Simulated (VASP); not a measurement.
# Al18H2O in VASP: single point with PBE+D3(BJ)

Aim: the single point of Al18H2O with PBE+D3(BJ).

Program: VASP 6.6.1. These are calculated values, not measurements. Logs are shortened: lines on timing, memory, paths and dates and some standing lists are left out, and cuts for length are marked.

**1. The cell of the first run**

The cell holds a slab with vacuum, 42 atoms: a = 8.449 Å, b = 8.449 Å, c = 24.580 Å, α = 90.00°, β = 90.00°, γ = 90.00°.

**2. Single point, PBE+D3(BJ)**

Contents of INCAR:

```
PREC = Accurate
ENCUT = 520
EDIFF = 1E-6
ISMEAR = 0
SIGMA = 0.1
LREAL = Auto
LASPH = True
NELM = 80
ALGO = Normal
ISIF = 2
LWAVE = False
LCHARG = False
LDIPOL = True
IDIPOL = 3
DIPOL = 0.5 0.5 0.490
GGA = PE
IVDW = 12
NBANDS = 89
```

Contents of KPOINTS:

```
regular mesh
0
Gamma
  3 3 1
```

Contents of POSCAR:

```
Al18H2O
1.0
    8.4486369609      0.0000000000      0.0000000000
    0.0000000000      8.4486369609      0.0000000000
    0.0000000000      0.0000000000     24.5802884869
Al O H
36 2 4
Direct
    0.1666666667      0.1666666667      0.3254640402
    0.1666666667      0.5000000000      0.3254640402
    0.1666666667      0.8333333333      0.3254640402
    0.5000000000      0.1666666667      0.3254640402
    0.5000000000      0.5000000000      0.3254640402
    0.5000000000      0.8333333333      0.3254640402
    0.8333333333      0.1666666667      0.3254640402
    0.8333333333      0.5000000000      0.3254640402
    0.8333333333      0.8333333333      0.3254640402
    0.3333333333      0.3333333333      0.4064786641
    0.3333333333      0.6666666667      0.4064786641
    0.3333333333      0.0000000000      0.4064786641
    0.6666666667      0.3333333333      0.4064786641
    0.6666666667      0.6666666667      0.4064786641
    0.6666666667      0.0000000000      0.4064786641
    0.0000000000      0.3333333333      0.4064786641
    0.0000000000      0.6666666667      0.4064786641
    0.0000000000      0.0000000000      0.4064786641
    0.5000000000      0.5000000000      0.4963427997
    0.4997963733      0.8331298103      0.4958593652
    0.5002036267      0.1668701897      0.4958593652
    0.8331745285      0.4998538793      0.4961608309
    0.8337912284      0.8337501241      0.4967183311
    0.8343028879      0.1658074512      0.4968508553
    0.1668254715      0.5001461207      0.4961608309
    0.1656971121      0.8341925488      0.4968508553
    0.1662087716      0.1662498759      0.4967183311
    0.6659836353      0.6661191405      0.5820891867
    0.6655635353     -0.0004528122      0.5803257269
    0.6669416498      0.3330125621      0.5817147948
   -0.0005586166      0.6662738786      0.5806872186
    0.0000000000      0.0000000000      0.5874747891
    0.0005586166      0.3337261214      0.5806872186
    0.3330583502      0.6669874379      0.5817147948
    0.3344364647      0.0004528122      0.5803257269
    0.3340163647      0.3338808595      0.5820891867
    0.0000000000      0.0000000000      0.6762627759
    0.5000000000      0.5000000000      0.7174959788
    0.0366378335      0.0873688916      0.6988133024
   -0.0366378335     -0.0873688916      0.6988133024
    0.4559573338      0.5796574151      0.7415253231
    0.5440426662      0.4203425849      0.7415253231
```

Potentials or basis: VASP PAW PBE potentials, release 64 (Al, O, H).

Run with:

```
cat potpaw_PBE.64/Al/POTCAR potpaw_PBE.64/O/POTCAR potpaw_PBE.64/H/POTCAR > POTCAR
mpirun -np 1 vasp_std > vasp.out
```

OUTCAR:

```text
PREC = Accurate
   ENCUT = 520
   EDIFF = 1E-6
   ISMEAR = 0
   LREAL = Auto
   LASPH = True
   NELM = 80
   ISIF = 2
   GGA = PE
   IVDW = 12
 IVDW          = 12

 ion  position               nearest neighbor table
   1  0.167  0.167  0.325-  10 2.82  12 2.82  16 2.82  18 2.82   2 2.82   4 2.82   3 2.82   7 2.82

   2  0.167  0.500  0.325-  10 2.82  11 2.82  16 2.82  17 2.82   3 2.82   5 2.82   1 2.82   8 2.82

   3  0.167  0.833  0.325-  11 2.82  12 2.82  17 2.82  18 2.82   2 2.82   6 2.82   1 2.82   9 2.82
[... 63 lines left out ...]
  35  0.334  0.000  0.580-  29 2.80  36 2.82  34 2.82  32 2.83  27 2.86  26 2.87  21 2.87  20 2.87

  36  0.334  0.334  0.582-  30 2.81  34 2.81  35 2.82  33 2.82  19 2.89  27 2.90  25 2.90  21 2.91

  37  0.000  0.000  0.676-  39 0.97  40 0.97  32 2.18
  38  0.500  0.500  0.717-  41 0.97  42 0.97
  39  0.037  0.087  0.699-  37 0.97
  40  0.963  0.913  0.699-  37 0.97
  41  0.456  0.580  0.742-  38 0.97
  42  0.544  0.420  0.742-  38 0.97

  LATTYP: Found a simple tetragonal cell.
 ALAT       =     8.4486369609
 C/A-ratio  =     2.9093791816

  Lattice vectors:

 A1 = (   8.4486369609,   0.0000000000,   0.0000000000)
 A2 = (   0.0000000000,   8.4486369609,   0.0000000000)
 A3 = (   0.0000000000,   0.0000000000,  24.5802884869)

Analysis of symmetry for initial positions (statically):
=====================================================================
 Subroutine PRICEL returns:
 Original cell was already a primitive cell.

 Routine SETGRP: Setting up the symmetry group for a
 simple tetragonal supercell.

 Subroutine GETGRP returns: Found  2 space group operations
 (whereof  2 operations were pure point group operations)
 out of a pool of 16 trial point group operations.

The static configuration has the point symmetry C_2 .

Analysis of symmetry for dynamics (positions and initial velocities):
=====================================================================
 Subroutine PRICEL returns:
 Original cell was already a primitive cell.

 Routine SETGRP: Setting up the symmetry group for a
 simple tetragonal supercell.

 Subroutine GETGRP returns: Found  2 space group operations
 (whereof  2 operations were pure point group operations)
 out of a pool of 16 trial point group operations.

The dynamic configuration has the point symmetry C_2 .

 Subroutine INISYM returns: Found  2 space group operations
 (whereof  2 operations are pure point group operations),
 and found     1 'primitive' translations

----------------------------------------------------------------------------------------

                                     Primitive cell

  volume of cell :    1754.5279

  direct lattice vectors                    reciprocal lattice vectors
     8.448636961  0.000000000  0.000000000     0.118362288  0.000000000  0.000000000
     0.000000000  8.448636961  0.000000000     0.000000000  0.118362288  0.000000000
     0.000000000  0.000000000 24.580288487     0.000000000  0.000000000  0.040683005

  length of vectors
     8.448636961  8.448636961 24.580288487     0.118362288  0.118362288  0.040683005

  position of ions in fractional coordinates (direct lattice)
     0.166666667  0.166666667  0.325464040
     0.166666667  0.500000000  0.325464040
     0.166666667  0.833333333  0.325464040
     0.500000000  0.166666667  0.325464040
     0.500000000  0.500000000  0.325464040
     0.500000000  0.833333333  0.325464040
[... 34 lines left out ...]
     0.455957334  0.579657415  0.741525323
     0.544042666  0.420342585  0.741525323

  ion indices of the primitive-cell ions
   primitive index   ion index
                 1           1
                 2           2
                 3           3
                 4           4
                 5           5
                 6           6
[... 34 lines left out ...]
                41          41
                42          42

----------------------------------------------------------------------------------------

 KPOINTS: regular mesh

Automatic generation of k-mesh.
 Grid dimensions read from file:
 generate k-points for:    3    3    1

 Generating k-lattice:

  Cartesian coordinates                     Fractional coordinates (reciprocal lattice)
     0.039454096  0.000000000  0.000000000     0.333333333  0.000000000  0.000000000
     0.000000000  0.039454096  0.000000000     0.000000000  0.333333333  0.000000000
     0.000000000  0.000000000  0.040683005     0.000000000  0.000000000  1.000000000

  Length of vectors
     0.039454096  0.039454096  0.040683005

  Shift w.r.t. Gamma in fractional coordinates (k-lattice)
     0.000000000  0.000000000  0.000000000

 Subroutine IBZKPT returns following result:
 ===========================================

 Found      5 irreducible k-points:

 Following reciprocal coordinates:
            Coordinates               Weight
  0.000000  0.000000  0.000000      1.000000
  0.333333  0.000000  0.000000      2.000000
  0.000000  0.333333  0.000000      2.000000
  0.333333  0.333333  0.000000      2.000000
 -0.333333  0.333333  0.000000      2.000000
   k-points           NKPTS =      5   k-points in BZ     NKDIM =      5   number of bands    NBANDS=     89
   number of dos      NEDOS =    301   number of ions     NIONS =     42
   total plane-waves  NPLWV = 786432
   dimension x,y,z NGX =    64 NGY =   64 NGZ =  192
   dimension x,y,z NGXF=   128 NGYF=  128 NGZF=  384
   ions per type =              36   2   4
   NGX,Y,Z   is equivalent  to a cutoff of  12.59, 12.59, 12.99 a.u.
   NGXF,Y,Z  is equivalent  to a cutoff of  25.19, 25.19, 25.97 a.u.
 SYSTEM =  unknown system
   PREC   = accura    normal or accurate (medium, high low for compatibility)
   ISTART =      0    job   : 0-new  1-cont  2-samecut
   ICHARG =      2    charge: 1-file 2-atom 10-const
   ISPIN  =      1    spin polarized calculation?
   LNONCOLLINEAR =      F non collinear calculations
   LSORBIT =      F    spin-orbit coupling
   LASPH  =      T    aspherical Exc in radial PAW
   ENCUT  =  520.0 eV  38.22 Ry    6.18 a.u.  15.71 15.71 45.70*2*pi/ulx,y,z
   NELM   =     80;   NELMIN=  2; NELMDL= -5     # of ELM steps
   EDIFF  = 0.1E-05   stopping-criterion for ELM
   LREAL  =      T    real-space projection
   EDIFFG = 0.1E-04   stopping-criterion for IOM
   NSW    =      0    number of steps for IOM
   IBRION =     -1    ionic relax: 0-MD 1-quasi-New 2-CG
   NFREE  =      0    steps in history (QN), initial steepest desc. (CG)
   ISIF   =      2    stress and relaxation
   ISYM   =      2    0-nonsym 1-usesym 2-fastsym
   POTIM  = 0.5000    time-step for ionic-motion
   TEBEG  =    0.0;   TEEND  =   0.0 temperature during run
   PSTRESS=    0.0 pullay stress
   NELECT =     124.0000    total number of electrons
   NUPDOWN=      -1.0000    fix difference up-down
   EMIN   =  10.00;   EMAX   =-10.00  energy-range for DOS
   EFERMI =   0.00;   METHOD = LEGACY
   ISMEAR =     0;   SIGMA  =   0.10  broadening in eV -4-tet -1-fermi 0-gaus
   EFERMI_NEDOS =   21; number of points for ismear=-14 and -15
   IALGO  =     38    algorithm
   IMIX   =      4    mixing-type and parameters
     AMIX     =   0.40;   BMIX     =  1.00
     AMIX_MAG =   1.60;   BMIX_MAG =  1.00
  volume/ion in A,a.u.               =      41.77       281.91
  Fermi-wavevector in a.u.,A,eV,Ry     =   0.676854  1.279069  6.233264  0.458132
  Thomas-Fermi vector in A             =   1.754291
   LORBIT       =      0    0 simple, 1 ext, 2 COOP (PROOUT), +10 PAW based schemes
   GGA     = PE    functional components
   LHFCALC =     F    Hartree Fock is set to
   AEXX    =    0.0000 exact exchange contribution
   IVDW    =    12    specifies the selected vdW correction
   LEPSILON=     F    determine dielectric tensor
   LRPA    =     F    only Hartree local field effects (RPA)
 non-spin polarized calculation
 Gauss-broadening in eV      SIGMA  =   0.10
  energy-cutoff  :      520.00
  volume of cell :     1754.53
 maximum number of plane-waves:     47275
   NGX = 31   NGY = 31   NGZ = 91

 dipolmoment           0.000000      0.000000      0.394532 electrons x Angstroem

 number of electron     123.9999993 magnetization

 dipolmoment           0.000000      0.000000     -0.820803 electrons x Angstroem

 Free energy of the ion-electron system (eV)
  ---------------------------------------------------
  ext. energy  EPLUGINS =         0.00000000
  ---------------------------------------------------
  free energy    TOTEN  =      -155.22558411 eV

  energy without entropy =     -155.18480136  energy(sigma->0) =     -155.20519273

 E-fermi :   0.6204     XC(G=0):  -4.5423

 val. band max:        0.5143337088   @ k =   0.3333   0.0000   0.0000
 cond. band min:       0.6884931023   @ k =   0.3333   0.0000   0.0000
 fundamental gap:      0.1741593935
 Fermi energy:         0.6204142961

 k-point     1 :       0.0000    0.0000    0.0000
  band No.  band energies     occupation
      1     -22.8527      2.00000
      2     -21.6155      2.00000
      3     -10.8919      2.00000
      4     -10.0730      2.00000
      5      -9.4281      2.00000
      6      -8.9229      2.00000
[... 66 lines left out ...]
     73       1.2387      0.00000
     74       1.3526      0.00000

 k-point     2 :       0.3333    0.0000    0.0000
  band No.  band energies     occupation
      1     -22.8527      2.00000
      2     -21.6155      2.00000
      3     -10.8919      2.00000
      4      -9.8437      2.00000
      5      -9.4281      2.00000
      6      -9.1584      2.00000
[... 66 lines left out ...]
     73       1.7473      0.00000
     74       1.7564      0.00000

 k-point     3 :       0.0000    0.3333    0.0000
  band No.  band energies     occupation
      1     -22.8527      2.00000
      2     -21.6155      2.00000
      3     -10.8921      2.00000
      4      -9.8436      2.00000
      5      -9.4282      2.00000
      6      -9.1582      2.00000
[... 66 lines left out ...]
     73       1.7499      0.00000
     74       1.7541      0.00000

 k-point     4 :       0.3333    0.3333    0.0000
  band No.  band energies     occupation
      1     -22.8527      2.00000
      2     -21.6155      2.00000
      3     -10.8921      2.00000
      4      -9.6147      2.00000
      5      -9.4282      2.00000
      6      -8.9338      2.00000
[... 66 lines left out ...]
     73       2.0054      0.00000
     74       2.0076      0.00000

 k-point     5 :      -0.3333    0.3333    0.0000
  band No.  band energies     occupation
      1     -22.8527      2.00000
      2     -21.6155      2.00000
      3     -10.8921      2.00000
      4      -9.6148      2.00000
      5      -9.4282      2.00000
      6      -8.9336      2.00000
[... 66 lines left out ...]
     73       2.0035      0.00000
     74       2.0103      0.00000
 [bands above 74 left out]

------------------------ aborting loop because EDIFF is reached ----------------------------------------

 vacuum level on the upper side and lower side of the slab       (xc-potential included)        -1.034         0.939

 Edisp (eV)   -8.88490

 E8    (eV) :    -4.0866

  FORCE on cell =-STRESS in cart. coord.  units (eV):
  Direction    XX          YY          ZZ          XY          YZ          ZX
  --------------------------------------------------------------------------------------
  -------------------------------------------------------------------------------------
  Total     -28.62652   -28.63994     7.63548    -0.03584     0.00000     0.00000
  in kB     -26.14080   -26.15305     6.97247    -0.03273     0.00000     0.00000
  external pressure =      -15.11 kB  Pullay stress =        0.00 kB

 VOLUME and BASIS-vectors are now :
 -----------------------------------------------------------------------------
  energy-cutoff  :      520.00
  volume of cell :     1754.53
      direct lattice vectors                 reciprocal lattice vectors
     8.448636961  0.000000000  0.000000000     0.118362288  0.000000000  0.000000000
     0.000000000  8.448636961  0.000000000     0.000000000  0.118362288  0.000000000
     0.000000000  0.000000000 24.580288487     0.000000000  0.000000000  0.040683005

 POSITION                                       TOTAL-FORCE (eV/Angst)
 -----------------------------------------------------------------------------------
      1.40811      1.40811      8.00000         0.012241      0.017696     -0.444888
      1.40811      4.22432      8.00000         0.006150     -0.000288     -0.426986
      1.40811      7.04053      8.00000         0.013669     -0.018204     -0.442986
      4.22432      1.40811      8.00000         0.000391      0.007566     -0.436897
      4.22432      4.22432      8.00000         0.000000      0.000000     -0.425095
      4.22432      7.04053      8.00000        -0.000391     -0.007566     -0.436897
[... 34 lines left out ...]
      3.85222      4.89732     18.22691        -0.061726      0.110398      0.045622
      4.59642      3.55132     18.22691         0.061726     -0.110398      0.045622
 -----------------------------------------------------------------------------------
    total drift:                                0.000000      0.000000      0.012324

  FREE ENERGIE OF THE ION-ELECTRON SYSTEM (eV)
  ---------------------------------------------------
  free  energy   TOTEN  =      -164.1104859582 eV

  energy  without entropy=     -164.0697032061  energy(sigma->0) =     -164.09009458

 vacuum level on the upper side and lower side of the slab         2.880         4.918
```

Wall time 30 min (1 thread of Intel Xeon Platinum 8488C (Sapphire Rapids), shared host); peak memory 1.7 GiB.

What came out:

```
Free energy                : -164.1105 eV
Largest force              : 0.456 eV/Å
Band gap on the k mesh     : zero (bands 62 and 63 overlap by 0.36 eV)
Dispersion energy per atom : -0.212 eV
```

Forces on the atoms (eV/Å):
```
Al   0.012  0.018 -0.445
Al   0.006  0.000 -0.427
Al   0.014 -0.018 -0.443
Al   0.000  0.008 -0.437
Al   0.000  0.000 -0.425
Al   0.000 -0.008 -0.437
Al  -0.014  0.018 -0.443
Al  -0.006  0.000 -0.427
Al  -0.012 -0.018 -0.445
Al  -0.013 -0.006  0.441
Al  -0.010  0.004  0.439
Al   0.028  0.001  0.426
Al   0.010 -0.004  0.439
Al   0.013  0.006  0.441
Al  -0.028 -0.001  0.426
Al   0.002  0.027  0.434
Al  -0.002 -0.027  0.434
Al   0.000  0.000  0.456
Al   0.000  0.000  0.002
Al   0.000 -0.001  0.003
Al   0.000  0.001  0.003
Al  -0.003 -0.001  0.002
Al   0.000 -0.001  0.006
Al   0.000  0.001  0.007
Al   0.003  0.001  0.002
Al   0.000 -0.001  0.007
Al   0.000  0.001  0.006
Al   0.001  0.002 -0.005
Al   0.003  0.002 -0.006
Al   0.002 -0.001 -0.006
Al  -0.002  0.003 -0.004
Al   0.000  0.000  0.027
Al   0.002 -0.003 -0.004
Al  -0.002  0.001 -0.006
Al  -0.003 -0.002 -0.006
Al  -0.001 -0.002 -0.005
O    0.000  0.000 -0.084
O    0.000  0.000 -0.096
H    0.037  0.088  0.029
H   -0.037 -0.088  0.029
H   -0.062  0.110  0.046
H    0.062 -0.110  0.046
```

Levels at points of the mesh, in eV from the Fermi level:
```
           k point  band 58  band 59  band 60  band 61  band 62  band 63  band 64  band 65  band 66  band 67
(0.00, 0.00, 0.00)    -0.42    -0.41    -0.38    -0.31    -0.31    -0.28    -0.27    -0.20     0.19     0.20
```
